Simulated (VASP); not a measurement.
# Cd3SeS2 (Imm2) in VASP: single point with PBE

Aim: the single point of Cd3SeS2 with PBE.

Everything below comes from runs of VASP 6.6.1. Logs are shortened: lines on timing, memory, paths and dates and some standing lists are left out, and cuts for length are marked.

## (1) The cell of the first run

It takes space group Imm2 (No. 44, orthorhombic). Conventional cell: a = 4.253 Å, b = 12.769 Å, c = 6.009 Å, α = 90.00°, β = 90.00°, γ = 90.00°. Within 3.4 Å of Cd (site symmetry m) lie 3 S at 2.57 to 2.58 Å and 1 Se at 2.68 Å. Cd (site symmetry mm2) has 2 S at 2.57 Å and 2 Se at 2.66 Å within 3.4 Å. Se (site symmetry mm2) has 4 Cd at 2.66 to 2.68 Å within 3.5 Å. Within 3.4 Å of S (site symmetry m) lie 4 Cd at 2.57 to 2.58 Å.

## (2) Single point, PBE

INCAR

```
  PREC = Accurate
  ENCUT = 520
  EDIFF = 1E-6
  ISMEAR = 0
  SIGMA = 0.02
  LREAL = F
  LASPH = T
  NELM = 60
  ALGO = Normal
  ISIF = 2
  LWAVE = F
  LCHARG = F
  GGA = PE
  NBANDS = 36
```

KPOINTS

```
Automatic mesh
0
Gamma
  8 8 8
```

POSCAR

```
Cd3SeS2
1.0
   -2.1265886901      6.3845265863      3.0045720130
    2.1265886901     -6.3845265863      3.0045720130
    2.1265886901      6.3845265863     -3.0045720130
Cd Se S
3 1 2
Direct
    0.0853775270      0.2572797579      0.8280977691
    0.4291819888      0.2572797579      0.1719022309
    0.7350663549      0.2350663549      0.5000000000
    0.0020756999      0.0020756999      0.0000000000
    0.6670257986      0.9991492147      0.6678765839
    0.3312726309      0.9991492147      0.3321234161
```

Potentials or basis: VASP PAW PBE potentials, release 64 (Cd, Se, S).

Launch:

```
$ cat potpaw_PBE.64/Cd/POTCAR potpaw_PBE.64/Se/POTCAR potpaw_PBE.64/S/POTCAR > POTCAR
$ mpirun -np 1 vasp_std > vasp.out
```

OUTCAR:

```text
PREC = Accurate
   ENCUT = 520
   EDIFF = 1E-6
   ISMEAR = 0
   LREAL = F
   LASPH = T
   NELM = 60
   ISIF = 2
   GGA = PE

 ion  position               nearest neighbor table
   1  0.085  0.257  0.828-   5 2.57   6 2.58   6 2.58   4 2.68
   2  0.429  0.257  0.172-   6 2.57   5 2.58   5 2.58   4 2.68
   3  0.735  0.235  0.500-   6 2.57   5 2.57   4 2.66   4 2.66
   4  0.002  0.002  0.000-   3 2.66   3 2.66   1 2.68   2 2.68
   5  0.667  0.999  0.668-   1 2.57   3 2.57   2 2.58   2 2.58
   6  0.331  0.999  0.332-   2 2.57   3 2.57   1 2.58   1 2.58

  LATTYP: Found a body centered orthorhombic cell.
 ALAT       =     4.2531773802
 B/A-ratio  =     1.4128599606
 C/A-ratio  =     3.0022385692

  Lattice vectors:

 A1 = (   2.1265886901,  -6.3845265863,  -3.0045720130)
 A2 = (  -2.1265886901,  -6.3845265863,   3.0045720130)
 A3 = (  -2.1265886901,   6.3845265863,  -3.0045720130)

Analysis of symmetry for initial positions (statically):
=====================================================================
 Subroutine PRICEL returns:
 Original cell was already a primitive cell.

 Routine SETGRP: Setting up the symmetry group for a
 body centered orthorhombic supercell.

 Subroutine GETGRP returns: Found  4 space group operations
 (whereof  4 operations were pure point group operations)
 out of a pool of  8 trial point group operations.

The static configuration has the point symmetry C_2v.

Analysis of symmetry for dynamics (positions and initial velocities):
=====================================================================
 Subroutine PRICEL returns:
 Original cell was already a primitive cell.

 Routine SETGRP: Setting up the symmetry group for a
 body centered orthorhombic supercell.

 Subroutine GETGRP returns: Found  4 space group operations
 (whereof  4 operations were pure point group operations)
 out of a pool of  8 trial point group operations.

The dynamic configuration has the point symmetry C_2v.

 Subroutine INISYM returns: Found  4 space group operations
 (whereof  4 operations are pure point group operations),
 and found     1 'primitive' translations

----------------------------------------------------------------------------------------

                                     Primitive cell

  volume of cell :     163.1754

  direct lattice vectors                    reciprocal lattice vectors
    -2.126588690  6.384526586  3.004572013     0.000000000  0.078314342  0.166413052
     2.126588690 -6.384526586  3.004572013     0.235118339  0.000000000  0.166413052
     2.126588690  6.384526586 -3.004572013     0.235118339  0.078314342  0.000000000

  length of vectors
     7.369668389  7.369668389  7.369668389     0.183919657  0.288051970  0.247818017

  position of ions in fractional coordinates (direct lattice)
     0.085377527  0.257279758  0.828097769
     0.429181989  0.257279758  0.171902231
     0.735066355  0.235066355  0.500000000
     0.002075700  0.002075700  0.000000000
     0.667025799  0.999149215  0.667876584
     0.331272631  0.999149215  0.332123416

  ion indices of the primitive-cell ions
   primitive index   ion index
                 1           1
                 2           2
                 3           3
                 4           4
                 5           5
                 6           6

----------------------------------------------------------------------------------------

 KPOINTS: Automatic mesh

Automatic generation of k-mesh.
 Grid dimensions read from file:
 generate k-points for:    8    8    8

 Generating k-lattice:

  Cartesian coordinates                     Fractional coordinates (reciprocal lattice)
     0.000000000  0.009789293  0.020801632     0.125000000  0.000000000  0.000000000
     0.029389792  0.000000000  0.020801632     0.000000000  0.125000000  0.000000000
     0.029389792  0.009789293  0.000000000     0.000000000  0.000000000  0.125000000

  Length of vectors
     0.022989957  0.036006496  0.030977252

  Shift w.r.t. Gamma in fractional coordinates (k-lattice)
     0.000000000  0.000000000  0.000000000

 Subroutine IBZKPT returns following result:
 ===========================================

 Found     95 irreducible k-points:

 Following reciprocal coordinates:
            Coordinates               Weight
  0.000000  0.000000  0.000000      1.000000
  0.125000  0.000000 -0.000000      4.000000
  0.250000  0.000000 -0.000000      4.000000
  0.375000  0.000000 -0.000000      4.000000
  0.500000  0.000000 -0.000000      2.000000
  0.000000  0.125000 -0.000000      4.000000
[... 16 lines left out ...]
  0.125000  0.375000 -0.000000      8.000000
  0.250000  0.375000 -0.000000      8.000000
 [... further k-points ...]
   k-points           NKPTS =     95   k-points in BZ     NKDIM =     95   number of bands    NBANDS=     36
   number of dos      NEDOS =    301   number of ions     NIONS =      6
   total plane-waves  NPLWV = 175616
   dimension x,y,z NGX =    56 NGY =   56 NGZ =   56
   dimension x,y,z NGXF=   112 NGYF=  112 NGZF=  112
   ions per type =               3   1   2
   NGX,Y,Z   is equivalent  to a cutoff of  12.63, 12.63, 12.63 a.u.
   NGXF,Y,Z  is equivalent  to a cutoff of  25.27, 25.27, 25.27 a.u.
 SYSTEM =  unknown system
   PREC   = accura    normal or accurate (medium, high low for compatibility)
   ISTART =      0    job   : 0-new  1-cont  2-samecut
   ICHARG =      2    charge: 1-file 2-atom 10-const
   ISPIN  =      1    spin polarized calculation?
   LNONCOLLINEAR =      F non collinear calculations
   LSORBIT =      F    spin-orbit coupling
   LASPH  =      T    aspherical Exc in radial PAW
   ENCUT  =  520.0 eV  38.22 Ry    6.18 a.u.  13.70 13.70 13.70*2*pi/ulx,y,z
   NELM   =     60;   NELMIN=  2; NELMDL= -5     # of ELM steps
   EDIFF  = 0.1E-05   stopping-criterion for ELM
   LREAL  =      F    real-space projection
   EDIFFG = 0.1E-04   stopping-criterion for IOM
   NSW    =      0    number of steps for IOM
   IBRION =     -1    ionic relax: 0-MD 1-quasi-New 2-CG
   NFREE  =      0    steps in history (QN), initial steepest desc. (CG)
   ISIF   =      2    stress and relaxation
   ISYM   =      2    0-nonsym 1-usesym 2-fastsym
   POTIM  = 0.5000    time-step for ionic-motion
   TEBEG  =    0.0;   TEEND  =   0.0 temperature during run
   PSTRESS=    0.0 pullay stress
   NELECT =      54.0000    total number of electrons
   NUPDOWN=      -1.0000    fix difference up-down
   EMIN   =  10.00;   EMAX   =-10.00  energy-range for DOS
   EFERMI =   0.00;   METHOD = LEGACY
   ISMEAR =     0;   SIGMA  =   0.02  broadening in eV -4-tet -1-fermi 0-gaus
   EFERMI_NEDOS =   21; number of points for ismear=-14 and -15
   IALGO  =     38    algorithm
   IMIX   =      4    mixing-type and parameters
     AMIX     =   0.40;   BMIX     =  1.00
     AMIX_MAG =   1.60;   BMIX_MAG =  1.00
  volume/ion in A,a.u.               =      27.20       183.53
  Fermi-wavevector in a.u.,A,eV,Ry     =   1.132369  2.139866 17.446188  1.282259
  Thomas-Fermi vector in A             =   2.269070
   LORBIT       =      0    0 simple, 1 ext, 2 COOP (PROOUT), +10 PAW based schemes
   GGA     = PE    functional components
   LHFCALC =     F    Hartree Fock is set to
   AEXX    =    0.0000 exact exchange contribution
   IVDW    =     0    specifies the selected vdW correction
   LEPSILON=     F    determine dielectric tensor
   LRPA    =     F    only Hartree local field effects (RPA)
 non-spin polarized calculation
 Gauss-broadening in eV      SIGMA  =   0.02
  energy-cutoff  :      520.00
  volume of cell :      163.18
 maximum number of plane-waves:      4427
   NGX = 27   NGY = 27   NGZ = 27

 number of electron      54.0000002 magnetization

 Free energy of the ion-electron system (eV)
  ---------------------------------------------------
  ext. energy  EPLUGINS =         0.00000000
  ---------------------------------------------------
  free energy    TOTEN  =       -17.77294383 eV

  energy without entropy =      -17.77294383  energy(sigma->0) =      -17.77294383

 E-fermi :   0.9614     XC(G=0):  -8.8360

 val. band max:        0.8432529450   @ k =   0.0000   0.0000   0.0000
 cond. band min:       1.6324678602   @ k =   0.0000   0.0000   0.0000
 fundamental gap:      0.7892149152
 Fermi energy:         0.9614435344

 k-point     1 :       0.0000    0.0000    0.0000
  band No.  band energies     occupation
      1     -11.3786      2.00000
      2     -10.9319      2.00000
      3     -10.9279      2.00000
      4      -6.8631      2.00000
      5      -6.8582      2.00000
      6      -6.8581      2.00000
[... 28 lines left out ...]
     35       7.1340      0.00000
     36       8.4020      0.00000

 k-point     2 :       0.1250    0.0000   -0.0000
  band No.  band energies     occupation
      1     -11.3563      2.00000
      2     -10.9515      2.00000
      3     -10.9292      2.00000
      4      -6.8536      2.00000
      5      -6.8506      2.00000
      6      -6.8416      2.00000
[... 28 lines left out ...]
     35       7.2504      0.00000
     36       8.2028      0.00000

 k-point     3 :       0.2500    0.0000   -0.0000
  band No.  band energies     occupation
      1     -11.2941      2.00000
      2     -10.9807      2.00000
      3     -10.9584      2.00000
      4      -6.8298      2.00000
      5      -6.8279      2.00000
      6      -6.7912      2.00000
[... 28 lines left out ...]
     35       7.5685      0.00000
     36       8.0877      0.00000
[... 742 lines left out ...]
 k-point    23 :       0.1250    0.3750   -0.0000
  band No.  band energies     occupation
      1     -11.0300      2.00000
      2     -10.9600      2.00000
      3     -10.9342      2.00000
      4      -6.7618      2.00000
      5      -6.7584      2.00000
      6      -6.7200      2.00000
[... 28 lines left out ...]
     35       7.5215      0.00000
     36       7.7349      0.00000

 k-point    24 :       0.2500    0.3750   -0.0000
  band No.  band energies     occupation
      1     -10.9994      2.00000
      2     -10.9912      2.00000
      3     -10.9339      2.00000
      4      -6.7453      2.00000
      5      -6.7393      2.00000
      6      -6.7260      2.00000
[... 28 lines left out ...]
     35       7.5468      0.00000
     36       7.8884      0.00000

 [... further k-points ...]

------------------------ aborting loop because EDIFF is reached ----------------------------------------

  FORCE on cell =-STRESS in cart. coord.  units (eV):
  Direction    XX          YY          ZZ          XY          YZ          ZX
  --------------------------------------------------------------------------------------
  -------------------------------------------------------------------------------------
  Total        0.2934711      0.2860087      0.3115257      0.0000000      0.0000000      0.0000000
  in kB        2.8815162      2.8082450      3.0587900      0.0000000      0.0000000      0.0000000
  external PRESSURE =       2.9161837 kB  Pullay stress =       0.0000000 kB

 VOLUME and BASIS-vectors are now :
 -----------------------------------------------------------------------------
  energy-cutoff  :      520.00
  volume of cell :      163.18
      direct lattice vectors                 reciprocal lattice vectors
    -2.126588690  6.384526586  3.004572013     0.000000000  0.078314342  0.166413052
     2.126588690 -6.384526586  3.004572013     0.235118339  0.000000000  0.166413052
     2.126588690  6.384526586 -3.004572013     0.235118339  0.078314342  0.000000000

 POSITION                                       TOTAL-FORCE (eV/Angst)
 -----------------------------------------------------------------------------------
      2.12659      4.18950     -1.45854         0.000000     -0.000013     -0.000471
     -0.00000      2.19503      1.54603        -0.000000      0.000013     -0.000471
      0.00000      6.38453      1.41255        -0.000000     -0.000000     -0.001006
      0.00000      0.00000      0.01247         0.000000     -0.000000      0.002345
      2.12659      2.14363      2.99946        -0.000000      0.000178     -0.000199
      2.12659     -2.14363      2.99946        -0.000000     -0.000178     -0.000199
 -----------------------------------------------------------------------------------
    total drift:                                0.000002      0.000004     -0.000141

  FREE ENERGIE OF THE ION-ELECTRON SYSTEM (eV)
  ---------------------------------------------------
  free  energy   TOTEN  =       -17.7729438326 eV

  energy  without entropy=      -17.7729438326  energy(sigma->0) =      -17.77294383
```

Run time: 12 min. Hardware: 1 thread of Intel Xeon Platinum 8488C (Sapphire Rapids), shared host; peak memory 0.74 GiB.

What came out:

```yaml
Free_energy: -17.7729 eV
Pressure: 0.3 GPa
Band_gap_on_the_k_mesh: 0.79 eV
```

Forces in eV/Å, atoms in the order of the input:
```
Cd   0.000  0.000  0.000
Cd   0.000  0.000  0.000
Cd   0.000  0.000 -0.001
Se   0.000  0.000  0.002
S    0.000  0.000  0.000
S    0.000  0.000  0.000
```
